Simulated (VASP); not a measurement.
Crystal: NaP2.

```
Na P
1.0
     4.34236    0.00000    0.00000
     0.00000    4.34236    0.00000
     0.00000    0.00000    6.25133
Na P
2 4
Direct
  0.00000 0.00000 0.00000
  0.50000 0.50000 0.50000
  0.00000 0.50000 0.20300
  0.00000 0.50000 0.70300
  0.50000 0.00000 0.29700
  0.50000 0.00000 0.79700
```

```yaml
Program: VASP 6.6.1
Task: relaxation of cell and atoms
Functional: PBE
Potentials_or_basis: VASP PAW PBE potentials, release 64 (Na_pv, P)
Cutoff: 600 eV
k_mesh: 4 × 4 × 4
Occupations: gaussian, width 0.1 eV
Spin: no spin polarisation
```

At the start: pressure 1.6 GPa; volume 19.65 Å³/atom.

Question: How do energy, volume and symmetry change on relaxing?

Answer: Over 9 steps the energy falls by 170.0 meV/atom and the volume is 19.48 Å³/atom (-0.8 %); space group P4_2/nmc (No. 137, to 0.1 Å) before, I4/mmm (No. 139, to 0.1 Å).

Step by step:
```
step  energy change (eV)  largest force (eV/Å)  pressure (GPa)  volume (Å³)
   1              0.0000                1.7153            1.61       117.88
   2             -0.4982                1.1658           -0.63       121.25
   3             -0.8536                0.4288           -2.97       126.60
   4             -0.8698                0.2565           -3.37       127.90
   5             -1.0133                0.0030           -0.26       118.10
   6             -1.0135                0.0163           -0.12       117.68
   7             -1.0134                0.0229           -0.02       117.49
   8             -1.0163                0.0166            0.03       117.34
   9             -1.0202                0.0018            0.18       116.89
```

Final structure:
```yaml
crystal:
  lattice:
    - [4.37475, 0.00000, 0.00000]
    - [0.00000, 4.37475, 0.00000]
    - [0.00000, 0.00000, 6.10787]
  atoms:
    - { symbol: Na, position: [0.00000, 0.00000, 0.00000] }
    - { symbol: Na, position: [0.50000, 0.50000, 0.50000] }
    - { symbol: P, position: [0.00000, 0.50000, 0.24995] }
    - { symbol: P, position: [0.00000, 0.50000, 0.74995] }
    - { symbol: P, position: [0.50000, 0.00000, 0.25005] }
    - { symbol: P, position: [0.50000, 0.00000, 0.75005] }
```

Caveat: the k points lie up to 0.36 Å⁻¹ apart in the final cell; the highest band is partly filled, so the run has too few bands.
